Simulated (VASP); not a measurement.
# Fe (Im-3m) in VASP: further runs, part 2 of 2

VASP 6.6.1. Earlier steps stand in the parts before.

### Step 3. Single point, PBE, collinear spin, ferromagnetic start

Input file INCAR:

```
SYSTEM = Fe
  PREC = Accurate
  ENCUT = 520
  EDIFF = 1E-6
  ISMEAR = -1
  SIGMA = 0.05
  LREAL = .FALSE.
  LASPH = .TRUE.
  NELM = 150
  ALGO = Normal
  ISIF = 2
  LWAVE = .FALSE.
  LCHARG = .FALSE.
  ISPIN = 2
  MAGMOM = 1.5
  LORBIT = 11
  NUPDOWN = 1.5
  LMAXMIX = 4
  GGA = PE
  NBANDS = 14
```

Input file KPOINTS:

```
regular mesh
0
G
  11 11 11
  0 0 0
```

Input file POSCAR:

```
Fe
1.0
   -1.4430000000      1.4430000000      1.4430000000
    1.4430000000     -1.4430000000      1.4430000000
    1.4430000000      1.4430000000     -1.4430000000
Fe
1
Direct
    0.0000000000      0.0000000000      0.0000000000
```

Potentials or basis: VASP PAW PBE potentials, release 64 (Fe).

Command:

```console
$ cat potpaw_PBE.64/Fe/POTCAR > POTCAR
$ mpirun -np 1 vasp_std > vasp.out
```

It took 17 s on 1 thread of Intel Xeon Platinum 8259CL at 2.50GHz (Skylake/Cascade Lake), shared host; peak memory 0.14 GiB.

Results (log left out):

```yaml
Free_energy: -8.0492 eV
Pressure: -19.5 GPa
Net_moment: 1.50 μB per cell
Site_moments: Fe +1.52 μB
Valence_electrons_inside_the_program's_atomic_spheres: Fe 7.15
```

Caveat: the total moment is fixed, so each spin has its own Fermi level.

### Step 4. Single point, PBE, collinear spin, ferromagnetic start

Input file INCAR:

```
PREC = Accurate
ENCUT = 520
EDIFF = 1E-7
ISMEAR = -1
SIGMA = 0.05
LREAL = False
LASPH = True
NELM = 150
ALGO = Normal
ISIF = 2
LWAVE = False
LCHARG = False
ISPIN = 2
MAGMOM = 2.2
LORBIT = 11
NUPDOWN = 2.2
LMAXMIX = 4
GGA = PE
NBANDS = 14
```

Input file KPOINTS:

```
Automatic mesh
0
Gamma
  11 11 11
```

POSCAR is that of step 3.

Potentials or basis: VASP PAW PBE potentials, release 64 (Fe).

Command:

```console
$ cat potpaw_PBE.64/Fe/POTCAR > POTCAR
$ mpirun -np 1 vasp_std > vasp.out
```

OUTCAR:

```text
PREC = Accurate
   ENCUT = 520
   EDIFF = 1E-7
   ISMEAR = -1
   LREAL = False
   LASPH = True
   NELM = 150
   ISIF = 2
   ISPIN = 2
   LORBIT = 11
   NUPDOWN = 2.2
   GGA = PE

 ion  position               nearest neighbor table
   1  0.000  0.000  0.000-

  LATTYP: Found a body centered cubic cell.
 ALAT       =     2.8860000000

  Lattice vectors:

 A1 = (  -1.4430000000,   1.4430000000,   1.4430000000)
 A2 = (   1.4430000000,  -1.4430000000,   1.4430000000)
[... 1023 lines left out ...]
  -------------------------------------------------------------------------------------
  Total       -0.8051321     -0.8051321     -0.8051321     -0.0000000     -0.0000000     -0.0000000
  in kB     -107.3294129   -107.3294129   -107.3294129     -0.0000000     -0.0000000     -0.0000000
  external PRESSURE =    -107.3294129 kB  Pullay stress =       0.0000000 kB

 VOLUME and BASIS-vectors are now :
 -----------------------------------------------------------------------------
  energy-cutoff  :      520.00
  volume of cell :       12.02
      direct lattice vectors                 reciprocal lattice vectors
    -1.443000000  1.443000000  1.443000000     0.000000000  0.346500347  0.346500347
     1.443000000 -1.443000000  1.443000000     0.346500347  0.000000000  0.346500347
     1.443000000  1.443000000 -1.443000000     0.346500347  0.346500347  0.000000000

 POSITION                                       TOTAL-FORCE (eV/Angst)
 -----------------------------------------------------------------------------------
      0.00000      0.00000      0.00000         0.000000     -0.000000     -0.000000
 -----------------------------------------------------------------------------------
    total drift:                                0.000000     -0.000000      0.000000

  FREE ENERGIE OF THE ION-ELECTRON SYSTEM (eV)
  ---------------------------------------------------
  free  energy   TOTEN  =        -8.2207630808 eV

  energy  without entropy=       -8.2117616247  energy(sigma->0) =       -8.21626235

 total charge

# of ion       s       p       d       tot
------------------------------------------
    1        0.463   0.495   6.198   7.156

 magnetization (x)

# of ion       s       p       d       tot
------------------------------------------
    1       -0.014  -0.062   2.288   2.213
```

OSZICAR:

```text
N       E                     dE             d eps       ncg     rms          rms(c)
DAV:   1     0.237775187601E+02    0.23778E+02   -0.38710E+03  3380   0.684E+02
DAV:   2    -0.828236926170E+01   -0.32060E+02   -0.29643E+02  3418   0.131E+02
DAV:   3    -0.924212316398E+01   -0.95975E+00   -0.95564E+00  3824   0.236E+01
DAV:   4    -0.924526923962E+01   -0.31461E-02   -0.31458E-02  3658   0.125E+00
DAV:   5    -0.924528470545E+01   -0.15466E-04   -0.15465E-04  3838   0.890E-02    0.111E+01
DAV:   6    -0.835734081084E+01    0.88794E+00   -0.11397E+01  3904   0.383E+01    0.591E+00
DAV:   7    -0.823585560967E+01    0.12149E+00   -0.90378E-01  3820   0.103E+01    0.357E+00
DAV:   8    -0.822824555051E+01    0.76101E-02   -0.72402E-03  3728   0.556E-01    0.126E+00
DAV:   9    -0.822100774234E+01    0.72378E-02   -0.78702E-03  4316   0.561E-01    0.263E-01
DAV:  10    -0.822074186721E+01    0.26588E-03   -0.57579E-04  3518   0.184E-01    0.527E-02
DAV:  11    -0.822076072622E+01   -0.18859E-04   -0.24780E-05  3604   0.495E-02    0.374E-02
DAV:  12    -0.822076220684E+01   -0.14806E-05   -0.34576E-06  3772   0.189E-02    0.169E-02
DAV:  13    -0.822076300403E+01   -0.79719E-06   -0.12799E-06  3694   0.127E-02    0.206E-03
DAV:  14    -0.822076308080E+01   -0.76773E-07   -0.17922E-08  2284   0.111E-03
   1 F= -.82207631E+01 E0= -.82162624E+01  d E =-.900146E-02  mag=     2.2000
```

Run time: 21 s. Hardware: 1 thread of Intel Xeon Platinum 8259CL at 2.50GHz (Skylake/Cascade Lake), shared host; peak memory 0.13 GiB.

Results:

- Free energy: -8.2208 eV
- Pressure: -10.7 GPa
- Net moment: 2.20 μB per cell
- Site moments: Fe +2.21 μB
- Valence electrons inside the program's atomic spheres: Fe 7.16

Caveat: the total moment is fixed, so each spin has its own Fermi level.

### Step 5. Single point, PBE, collinear spin, ferromagnetic start

Input file INCAR:

```
  ALGO = Normal
  EDIFF = 1E-7
  ENCUT = 520
  GGA = PE
  ISIF = 2
  ISMEAR = -1
  ISPIN = 2
  LASPH = True
  LCHARG = False
  LMAXMIX = 4
  LORBIT = 11
  LREAL = False
  LWAVE = False
  MAGMOM = 3
  NBANDS = 14
  NELM = 150
  NUPDOWN = 3.0
  PREC = Accurate
  SIGMA = 0.05
```

Input file KPOINTS:

```
k-points
0
Gamma
  11 11 11
```

POSCAR is that of step 4.

Potentials or basis: VASP PAW PBE potentials, release 64 (Fe).

Command:

```console
$ cat potpaw_PBE.64/Fe/POTCAR > POTCAR
$ mpirun -np 1 vasp_std > vasp.out
```

OUTCAR:

```text
EDIFF = 1E-7
   ENCUT = 520
   GGA = PE
   ISIF = 2
   ISMEAR = -1
   ISPIN = 2
   LASPH = True
   LORBIT = 11
   LREAL = False
   NELM = 150
   NUPDOWN = 3.0
   PREC = Accurate

 ion  position               nearest neighbor table
   1  0.000  0.000  0.000-

  LATTYP: Found a body centered cubic cell.
 ALAT       =     2.8860000000

  Lattice vectors:

 A1 = (  -1.4430000000,   1.4430000000,   1.4430000000)
 A2 = (   1.4430000000,  -1.4430000000,   1.4430000000)
 A3 = (   1.4430000000,   1.4430000000,  -1.4430000000)

Analysis of symmetry for initial positions (statically):
=====================================================================
 Subroutine PRICEL returns:
 Original cell was already a primitive cell.

 Routine SETGRP: Setting up the symmetry group for a
 body centered cubic supercell.

 Subroutine GETGRP returns: Found 48 space group operations
 (whereof 48 operations were pure point group operations)
 out of a pool of 48 trial point group operations.

The static configuration has the point symmetry O_h .

Analysis of symmetry for dynamics (positions and initial velocities):
=====================================================================
[... 598 lines left out ...]
      7      29.6025      0.00000
      8      29.6025      0.00000
      9      29.6025      0.00000
     10      34.7558      0.00000
     11      34.7558      0.00000
     12      37.4483      0.00000
     13      37.4483      0.00000
     14      37.4483      0.00000
[... 379 lines left out ...]
      3       4.6788      0.99986
      4       7.3536      0.00000
      5       7.5299      0.00000
      6      11.0981      0.00000
      7      13.9846      0.00000
      8      18.0922      0.00000
      9      21.0172      0.00000
     10      34.3106      0.00000
     11      38.8452      0.00000
     12      39.8598      0.00000
     13      44.8873      0.00000
     14      45.6755      0.00000

 [... further k-points ...]
[... 5 lines left out ...]
  --------------------------------------------------------------------------------------
  -------------------------------------------------------------------------------------
  Total        0.6646611      0.6646611      0.6646611     -0.0000000      0.0000000     -0.0000000
  in kB       88.6036949     88.6036949     88.6036949     -0.0000000      0.0000000     -0.0000000
  external PRESSURE =      88.6036949 kB  Pullay stress =       0.0000000 kB

 VOLUME and BASIS-vectors are now :
 -----------------------------------------------------------------------------
  energy-cutoff  :      520.00
  volume of cell :       12.02
      direct lattice vectors                 reciprocal lattice vectors
    -1.443000000  1.443000000  1.443000000     0.000000000  0.346500347  0.346500347
     1.443000000 -1.443000000  1.443000000     0.346500347  0.000000000  0.346500347
     1.443000000  1.443000000 -1.443000000     0.346500347  0.346500347  0.000000000

 POSITION                                       TOTAL-FORCE (eV/Angst)
 -----------------------------------------------------------------------------------
      0.00000      0.00000      0.00000        -0.000000      0.000000     -0.000000
 -----------------------------------------------------------------------------------
    total drift:                                0.000000     -0.000000      0.000000

  FREE ENERGIE OF THE ION-ELECTRON SYSTEM (eV)
  ---------------------------------------------------
  free  energy   TOTEN  =        -8.0025682077 eV

  energy  without entropy=       -7.9907785105  energy(sigma->0) =       -7.99667336

 total charge

# of ion       s       p       d       tot
------------------------------------------
    1        0.484   0.515   6.153   7.152

 magnetization (x)

# of ion       s       p       d       tot
------------------------------------------
    1        0.006   0.012   2.937   2.956
```

stdout:

```text
POSCAR found type information on POSCAR Fe
 POSCAR found :  1 types and       1 ions
 scaLAPACK will be used
 LDA part: xc-table for (Slater+PW92), standard interpolation
 POSCAR, INCAR and KPOINTS ok, starting setup
 FFT: planning ... GRIDC
 FFT: planning ... GRID_SOFT
 FFT: planning ... GRID
 WAVECAR not read
 entering main loop
```

It took 20 s on 1 thread of Intel Xeon Platinum 8259CL at 2.50GHz (Skylake/Cascade Lake), shared host; peak memory 0.13 GiB.

Results:

- Free energy: -8.0026 eV
- Pressure: 8.9 GPa
- Net moment: 3.00 μB per cell
- Site moments: Fe +2.96 μB
- Valence electrons inside the program's atomic spheres: Fe 7.15

Caveat: the total moment is fixed, so each spin has its own Fermi level.

### Step 6. Summary

| fixed moment (μB) | pressure (GPa) | moment (μB) |
| --- | --- | --- |
| 0.8 | -23.7 | 0.80 |
| 1.5 | -19.5 | 1.50 |
| 2.2 | -10.7 | 2.20 |
| 3.0 | 8.9 | 3.00 |

Alike in all rows: task single point; level PBE; potentials or basis VASP PAW PBE potentials, release 64 (Fe); spin collinear, ferromagnetic start; cell as given; k mesh 11 × 11 × 11; cutoff (eV) 520; smearing fermi-dirac 0.05 eV.

Caveats: the total moment is fixed, so each spin has its own Fermi level.

Total energies depend on the potentials used, so only differences within one code and one set of settings carry meaning.
